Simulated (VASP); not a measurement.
Write the native input for VASP 6.6.1 that does the following.

* Task: single point
* Functional: LDA
* Potentials or basis: VASP PAW LDA potentials, release 64 (Ir_sv_GW)
* Cutoff: 560 eV
* k mesh: 14 × 14 × 14
* Occupations: fermi-dirac, width 0.1 eV
* Spin: no spin polarisation
* Dipole correction: no
* Further INCAR settings: ALGO = Normal; EDIFF = 1e-06; NBANDS = 14

The structure of Ir lies in POSCAR:

```
Ir
1.0
    0.0000000000      1.9060927672      1.9060927672
    1.9060927672      0.0000000000      1.9060927672
    1.9060927672      1.9060927672      0.0000000000
Ir
1
Direct
    0.0000000000      0.0000000000      0.0000000000
```

These files were run (other wordings do the same):

INCAR

```
  PREC = Accurate
  ENCUT = 560
  EDIFF = 1E-6
  ISMEAR = -1
  SIGMA = 0.1
  LREAL = F
  LASPH = T
  NELM = 120
  ALGO = Normal
  ISIF = 2
  LWAVE = F
  LCHARG = F
  NBANDS = 14
  GGA_COMPAT = F
```

KPOINTS

```
Automatic mesh
0
Gamma
  14 14 14
```

Potentials or basis: VASP PAW LDA potentials, release 64 (Ir_sv_GW).

Launch:

```sh
$ cat potpaw_LDA.64/Ir_sv_GW/POTCAR > POTCAR
$ mpirun -np 1 vasp_std > vasp.out
```

It gave:

| Property | Result |
| --- | --- |
| Pressure | -0.3 GPa |
| Band gap on the k mesh | zero (an odd number of electrons rules out a gap without spin polarisation) |

Caveat: spin-orbit coupling is left out, which moves the levels of the heavy elements.

It took 27 s on 1 thread of Intel(R) Xeon(R) Platinum 8259CL CPU @ 2.50GHz (Skylake/Cascade Lake) (shared host), peak memory 0.15 GiB.
